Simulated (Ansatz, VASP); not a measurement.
C in VASP and in Ansatz

```
CELL_PARAMETERS angstrom
2.51910 0.00000 0.00000
-1.25955 2.18160 0.00000
0.00000 0.00000 3.61772
ATOMIC_POSITIONS crystal
C 0.32863 0.65727 0.00000
C 0.67137 0.34273 0.00000
```

Change from the starting cell: mode 6 frozen in at -0.020 Å, equal normal strain along x, y and z +0.0250.

Alike in both runs: task single point; functional PBEsol; dispersion D3(BJ); k mesh 21 × 21 × 12; occupations gaussian, width 0.15 eV; no spin polarisation.

|  | VASP | Ansatz |
| --- | --- | --- |
| version | VASP 6.6.1 | Ansatz 0.2.0 |
| potentials or method | VASP PAW PBE potentials, release 64 (C), cutoff 520 eV | scalar-relativistic, plane waves, PAW |
| valence electrons in the cell | 8 | 8 |

```csv
,VASP,Ansatz,Ansatz less VASP
gap on the k mesh at the Fermi level (eV),none,none,-
pressure (GPa),-16.8,-17.4,-0.58
"traceless stress, the component that is largest in VASP (GPa)",16.29,16.94,+0.659
rms of the force components (eV/Å),1.038,1.032,-0.0060
```

VASP's potentials were made for PBE, not for PBEsol, and Ansatz warns of the same on its side. Atom by atom the forces differ by 0.006 eV/Å (rms over components). A gap of «none» marks a metal or a gap that the smearing closes.
